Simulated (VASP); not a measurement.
# AlCo3 (Pm-3m) in VASP: density of states with PBEsol

Aim: the density of states of AlCo3 with PBEsol.

All numbers are computed with VASP 6.6.1; they aren't measurements. Logs are shortened: lines on timing, memory, paths and dates and some standing lists are left out, and cuts for length are marked.

### 1 The cell of the first run

Symmetry: Pm-3m, No. 221, cubic system. Conventional cell: a = 3.576 Å, b = 3.576 Å, c = 3.576 Å, α = 90.00°, β = 90.00°, γ = 90.00°. Within 3.3 Å of Al (site symmetry m-3m) lie 12 Co at 2.53 Å. Co (site symmetry 4/mmm) has 4 Al at 2.53 Å and 8 Co at 2.53 Å within 3.3 Å.

### 2 Density of states, PBEsol, collinear spin, ferromagnetic start

The input, POSCAR:

```
AlCo3
1.0
    3.5760530383      0.0000000000      0.0000000000
    0.0000000000      3.5760530383      0.0000000000
    0.0000000000      0.0000000000      3.5760530383
Al Co
1 3
Direct
    0.0000000000      0.0000000000      0.0000000000
    0.5000000000      0.5000000000      0.0000000000
    0.5000000000      0.0000000000      0.5000000000
    0.0000000000      0.5000000000      0.5000000000
```

The input, INCAR.step1:

```
SYSTEM = AlCo3
ALGO = Normal
EDIFF = 1E-6
ENCUT = 520
GGA = PS
ISIF = 2
ISMEAR = 0
ISPIN = 2
LASPH = .TRUE.
LCHARG = .TRUE.
LMAXMIX = 4
LREAL = .FALSE.
LWAVE = .FALSE.
MAGMOM = 0 1.49 1.49 1.49
NBANDS = 27
NELM = 150
PREC = Accurate
SIGMA = 0.1
```

The input, KPOINTS.step1:

```
k-points
0
G
  12 12 12
  0 0 0
```

The input, INCAR.step2:

```
SYSTEM = AlCo3
ALGO = Normal
EDIFF = 1E-6
ENCUT = 520
GGA = PS
ICHARG = 11
ISIF = 2
ISMEAR = -5
ISPIN = 2
LASPH = .TRUE.
LCHARG = .FALSE.
LMAXMIX = 4
LORBIT = 10
LREAL = .FALSE.
LWAVE = .FALSE.
MAGMOM = 0 1.49 1.49 1.49
NBANDS = 27
NEDOS = 1001
NELM = 150
PREC = Accurate
SIGMA = 0.1
```

The input, KPOINTS.step2:

```
k-points
0
G
  18 18 18
  0 0 0
```

Potentials or basis: VASP PAW PBE potentials, release 64 (Al, Co).

Started as:

```sh
$ cat potpaw_PBE.64/Al/POTCAR potpaw_PBE.64/Co/POTCAR > POTCAR
$ cp INCAR.step1 INCAR
$ cp KPOINTS.step1 KPOINTS
$ mpirun -np 1 vasp_std > vasp.out
$ cp INCAR.step2 INCAR
$ cp KPOINTS.step2 KPOINTS
$ mpirun -np 1 vasp_std > vasp.out
```

OUTCAR:

```text
SYSTEM = AlCo3
   EDIFF = 1E-6
   ENCUT = 520
   GGA = PS
   ICHARG = 11
   ISIF = 2
   ISMEAR = -5
   ISPIN = 2
   LASPH = .TRUE.
   LORBIT = 10
   LREAL = .FALSE.
   NELM = 150
   PREC = Accurate

 ion  position               nearest neighbor table
   1  0.000  0.000  0.000-   2 2.53   3 2.53   4 2.53   3 2.53   4 2.53   2 2.53   4 2.53   4 2.53
                             2 2.53   3 2.53   3 2.53   2 2.53
   2  0.500  0.500  0.000-   1 2.53   3 2.53   4 2.53   3 2.53   4 2.53   1 2.53   3 2.53   3 2.53
                             1 2.53   4 2.53   4 2.53   1 2.53
   3  0.500  0.000  0.500-   1 2.53   2 2.53   4 2.53   1 2.53   2 2.53   2 2.53   4 2.53   2 2.53
                             1 2.53   4 2.53   1 2.53   4 2.53
   4  0.000  0.500  0.500-   1 2.53   2 2.53   3 2.53   1 2.53   2 2.53   1 2.53   3 2.53   1 2.53
                             2 2.53   3 2.53   2 2.53   3 2.53

  LATTYP: Found a simple cubic cell.
 ALAT       =     3.5760530383

  Lattice vectors:

 A1 = (   3.5760530383,   0.0000000000,   0.0000000000)
 A2 = (   0.0000000000,   3.5760530383,   0.0000000000)
 A3 = (   0.0000000000,   0.0000000000,   3.5760530383)

Analysis of symmetry for initial positions (statically):
=====================================================================
 Subroutine PRICEL returns:
 Original cell was already a primitive cell.

 Routine SETGRP: Setting up the symmetry group for a
 simple cubic supercell.

 Subroutine GETGRP returns: Found 48 space group operations
 (whereof 48 operations were pure point group operations)
 out of a pool of 48 trial point group operations.

The static configuration has the point symmetry O_h .

Analysis of symmetry for dynamics (positions and initial velocities):
=====================================================================
 Subroutine PRICEL returns:
 Original cell was already a primitive cell.

 Routine SETGRP: Setting up the symmetry group for a
 simple cubic supercell.

 Subroutine GETGRP returns: Found 48 space group operations
 (whereof 48 operations were pure point group operations)
 out of a pool of 48 trial point group operations.

The dynamic configuration has the point symmetry O_h .

Analysis of structural, dynamic, and magnetic symmetry:
=====================================================================
 Subroutine PRICEL returns:
 Original cell was already a primitive cell.

 Routine SETGRP: Setting up the symmetry group for a
 simple cubic supercell.

 Subroutine GETGRP returns: Found 48 space group operations
 (whereof 48 operations were pure point group operations)
 out of a pool of 48 trial point group operations.

The overall configuration has the point symmetry O_h .

 Subroutine INISYM returns: Found 48 space group operations
 (whereof 48 operations are pure point group operations),
 and found     1 'primitive' translations

----------------------------------------------------------------------------------------

                                     Primitive cell

  volume of cell :      45.7311

  direct lattice vectors                    reciprocal lattice vectors
     3.576053038  0.000000000  0.000000000     0.279637911  0.000000000  0.000000000
     0.000000000  3.576053038  0.000000000     0.000000000  0.279637911  0.000000000
     0.000000000  0.000000000  3.576053038     0.000000000  0.000000000  0.279637911

  length of vectors
     3.576053038  3.576053038  3.576053038     0.279637911  0.279637911  0.279637911

  position of ions in fractional coordinates (direct lattice)
     0.000000000  0.000000000  0.000000000
     0.500000000  0.500000000  0.000000000
     0.500000000  0.000000000  0.500000000
     0.000000000  0.500000000  0.500000000

  ion indices of the primitive-cell ions
   primitive index   ion index
                 1           1
                 2           2
                 3           3
                 4           4

----------------------------------------------------------------------------------------

 KPOINTS: k-points

Automatic generation of k-mesh.
 Grid dimensions read from file:
 generate k-points for:   18   18   18

 Generating k-lattice:

  Cartesian coordinates                     Fractional coordinates (reciprocal lattice)
     0.015535439  0.000000000  0.000000000     0.055555556  0.000000000  0.000000000
     0.000000000  0.015535439  0.000000000     0.000000000  0.055555556  0.000000000
     0.000000000  0.000000000  0.015535439     0.000000000  0.000000000  0.055555556

  Length of vectors
     0.015535439  0.015535439  0.015535439

  Shift w.r.t. Gamma in fractional coordinates (k-lattice)
     0.000000000  0.000000000  0.000000000

 TETIRR: Found   2900 inequivalent tetrahedra from    34992

 Subroutine IBZKPT returns following result:
 ===========================================

 Found    220 irreducible k-points:

 Following reciprocal coordinates:
            Coordinates               Weight
  0.000000  0.000000  0.000000      1.000000
  0.055556  0.000000  0.000000      6.000000
  0.111111  0.000000  0.000000      6.000000
  0.166667  0.000000  0.000000      6.000000
  0.222222  0.000000  0.000000      6.000000
  0.277778  0.000000  0.000000      6.000000
[... 16 lines left out ...]
  0.277778  0.111111  0.000000     24.000000
  0.333333  0.111111  0.000000     24.000000
 [... further k-points ...]
   k-points           NKPTS =    220   k-points in BZ     NKDIM =    220   number of bands    NBANDS=     27
   number of dos      NEDOS =   1001   number of ions     NIONS =      4
   total plane-waves  NPLWV =  21952
   dimension x,y,z NGX =    28 NGY =   28 NGZ =   28
   dimension x,y,z NGXF=    56 NGYF=   56 NGZF=   56
   ions per type =               1   3
   NGX,Y,Z   is equivalent  to a cutoff of  13.02, 13.02, 13.02 a.u.
   NGXF,Y,Z  is equivalent  to a cutoff of  26.03, 26.03, 26.03 a.u.
 SYSTEM =  AlCo3
   PREC   = accura    normal or accurate (medium, high low for compatibility)
   ISTART =      0    job   : 0-new  1-cont  2-samecut
   ICHARG =     11    charge: 1-file 2-atom 10-const
   ISPIN  =      2    spin polarized calculation?
   LNONCOLLINEAR =      F non collinear calculations
   LSORBIT =      F    spin-orbit coupling
   LASPH  =      T    aspherical Exc in radial PAW
   ENCUT  =  520.0 eV  38.22 Ry    6.18 a.u.   6.65  6.65  6.65*2*pi/ulx,y,z
   NELM   =    150;   NELMIN=  2; NELMDL=  0     # of ELM steps
   EDIFF  = 0.1E-05   stopping-criterion for ELM
   LREAL  =      F    real-space projection
   EDIFFG = 0.1E-04   stopping-criterion for IOM
   NSW    =      0    number of steps for IOM
   IBRION =     -1    ionic relax: 0-MD 1-quasi-New 2-CG
   NFREE  =      0    steps in history (QN), initial steepest desc. (CG)
   ISIF   =      2    stress and relaxation
   ISYM   =      2    0-nonsym 1-usesym 2-fastsym
   POTIM  = 0.5000    time-step for ionic-motion
   TEBEG  =    0.0;   TEEND  =   0.0 temperature during run
   PSTRESS=    0.0 pullay stress
   NELECT =      30.0000    total number of electrons
   NUPDOWN=      -1.0000    fix difference up-down
   EMIN   =  10.00;   EMAX   =-10.00  energy-range for DOS
   EFERMI =   0.00;   METHOD = LEGACY
   ISMEAR =    -5;   SIGMA  =   0.10  broadening in eV -4-tet -1-fermi 0-gaus
   EFERMI_NEDOS =   21; number of points for ismear=-14 and -15
   IALGO  =     38    algorithm
   IMIX   =      4    mixing-type and parameters
     AMIX     =   0.40;   BMIX     =  1.00
     AMIX_MAG =   1.60;   BMIX_MAG =  1.00
  volume/ion in A,a.u.               =      11.43        77.15
  Fermi-wavevector in a.u.,A,eV,Ry     =   1.422475  2.688088 27.530505  2.023435
  Thomas-Fermi vector in A             =   2.543175
   LORBIT       =     10    0 simple, 1 ext, 2 COOP (PROOUT), +10 PAW based schemes
   GGA     = PS    functional components
   LHFCALC =     F    Hartree Fock is set to
   AEXX    =    0.0000 exact exchange contribution
   IVDW    =     0    specifies the selected vdW correction
   LEPSILON=     F    determine dielectric tensor
   LRPA    =     F    only Hartree local field effects (RPA)
 spin polarized calculation
 Fermi weights with tetrahedron method with Bloechl corrections
  energy-cutoff  :      520.00
  volume of cell :       45.73
 maximum number of plane-waves:      1253
 NGX is ok and might be reduce to    28

 number of electron      30.0000034 magnetization       3.8556470

 Free energy of the ion-electron system (eV)
  ---------------------------------------------------
  ext. energy  EPLUGINS =         0.00000000
  ---------------------------------------------------
  free energy    TOTEN  =       -27.97368523 eV

  energy without entropy =      -27.97368523  energy(sigma->0) =      -27.97368523

 E-fermi :   9.8975     XC(G=0): -12.8578

 val. band max:        9.9678667143   @ k =   0.3333   0.3333   0.3333
 cond. band min:       9.8766152257   @ k =   0.5000   0.5000   0.3333
 fundamental gap:     -0.0912514886
 Fermi energy:         9.8974968326

 spin component 1

 k-point     1 :       0.0000    0.0000    0.0000
  band No.  band energies     occupation
      1      -0.0695      1.00000
      2       4.9057      1.00000
      3       5.8610      1.00000
      4       5.8610      1.00000
      5       6.2054      1.00000
      6       6.2054      1.00000
[... 709 lines left out ...]
     26      22.6406      0.00000
     27      22.6422      0.00000

 [... further k-points ...]

 spin component 2

 k-point     1 :       0.0000    0.0000    0.0000
  band No.  band energies     occupation
      1      -0.0281      1.00000
      2       5.8817      1.00000
      3       6.7336      1.00000
      4       6.7336      1.00000
      5       7.2143      1.00000
      6       7.2143      1.00000
[... 709 lines left out ...]
     26      22.8553      0.00000
     27      22.9233      0.00000

 [... further k-points ...]

------------------------ aborting loop because EDIFF is reached ----------------------------------------

  FORCE on cell =-STRESS in cart. coord.  units (eV):
  Direction    XX          YY          ZZ          XY          YZ          ZX
  --------------------------------------------------------------------------------------
  -------------------------------------------------------------------------------------
  Total       -2.3526469     -2.3526469     -2.3526469     -0.0000000      0.0000000     -0.0000000
  in kB      -82.4243412    -82.4243412    -82.4243412     -0.0000000      0.0000000     -0.0000000
  external PRESSURE =     -82.4243412 kB  Pullay stress =       0.0000000 kB

 VOLUME and BASIS-vectors are now :
 -----------------------------------------------------------------------------
  energy-cutoff  :      520.00
  volume of cell :       45.73
      direct lattice vectors                 reciprocal lattice vectors
     3.576053038  0.000000000  0.000000000     0.279637911  0.000000000  0.000000000
     0.000000000  3.576053038  0.000000000     0.000000000  0.279637911  0.000000000
     0.000000000  0.000000000  3.576053038     0.000000000  0.000000000  0.279637911

 POSITION                                       TOTAL-FORCE (eV/Angst)
 -----------------------------------------------------------------------------------
      0.00000      0.00000      0.00000         0.000000      0.000000      0.000000
      1.78803      1.78803      0.00000         0.000000      0.000000      0.000000
      1.78803      0.00000      1.78803         0.000000      0.000000      0.000000
      0.00000      1.78803      1.78803         0.000000      0.000000      0.000000
 -----------------------------------------------------------------------------------
    total drift:                                0.000000      0.000000      0.000000

  FREE ENERGIE OF THE ION-ELECTRON SYSTEM (eV)
  ---------------------------------------------------
  free  energy   TOTEN  =       -27.9736852275 eV

  energy  without entropy=      -27.9736852275  energy(sigma->0) =      -27.97368523

 total charge

# of ion       s       p       d       tot
------------------------------------------
    1        0.408   0.413   0.000   0.821
    2        0.472   0.509   7.314   8.295
    3        0.472   0.509   7.314   8.295
    4        0.472   0.509   7.314   8.295
--------------------------------------------------
tot          1.823   1.940  21.942  25.706

 magnetization (x)

# of ion       s       p       d       tot
------------------------------------------
    1       -0.002  -0.037   0.000  -0.039
    2       -0.002  -0.003   1.324   1.318
    3       -0.002  -0.003   1.324   1.318
    4       -0.002  -0.003   1.324   1.318
--------------------------------------------------
tot         -0.008  -0.046   3.971   3.916
```

Run time: 9.1 min. Hardware: 1 thread of Intel Xeon Platinum 8124M at 3.00GHz (Skylake/Cascade Lake), shared host; peak memory 0.46 GiB.

What came out:

- Net moment: 3.86 μB per cell
- Site moments: Al -0.04; Co +1.32 μB
- Valence electrons inside the program's atomic spheres: Al 0.82; Co 8.29

Caveat: the PAW data sets were made with another functional, which shifts forces and pressure a little; tetrahedron occupations give inexact forces and stress in metals.
